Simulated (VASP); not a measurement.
HgTe, 2 atoms in the cell. Symmetry: F-43m, No. 216, cubic system. Conventional cell: a = 6.429 Å, b = 6.429 Å, c = 6.429 Å, α = 90.00°, β = 90.00°, γ = 90.00°. Hg (site symmetry -43m) has 4 Te at 2.78 Å within 3.7 Å. Within 3.7 Å of Te (site symmetry -43m) lie 4 Hg at 2.78 Å. 

- Program: VASP 6.6.1
- Task: relaxation of cell and atoms
- Functional: PBE
- Potentials or basis: VASP PAW PBE potentials, release 64 (Hg, Te)
- Cutoff: 600 eV
- k mesh: 6 × 6 × 6
- Occupations: fermi-dirac, width 0.02 eV
- Spin: no spin polarisation
- Dipole correction: no
- Further INCAR settings: ALGO = Normal; EDIFF = 1e-06; IBRION = 2; EDIFFG = -0.005; NSW = 80; ISIF = 3

Potentials or basis: VASP PAW PBE potentials, release 64 (Hg, Te).

Run with:

```console
$ cat potpaw_PBE.64/Hg/POTCAR potpaw_PBE.64/Te/POTCAR > POTCAR
$ mpirun -np 1 vasp_std > vasp.out
```

Hardware: 1 thread of AMD EPYC 7R43 64-Core Processor (Zen 3) (shared host).

Q: Estimate the wall time of this run.

A: Run time: 84 s on 1 thread of AMD EPYC 7R43 64-Core Processor (Zen 3), with other jobs on the host, peak memory 0.19 GiB. Counts: scf iterations 43, k points 16, ion steps 5.
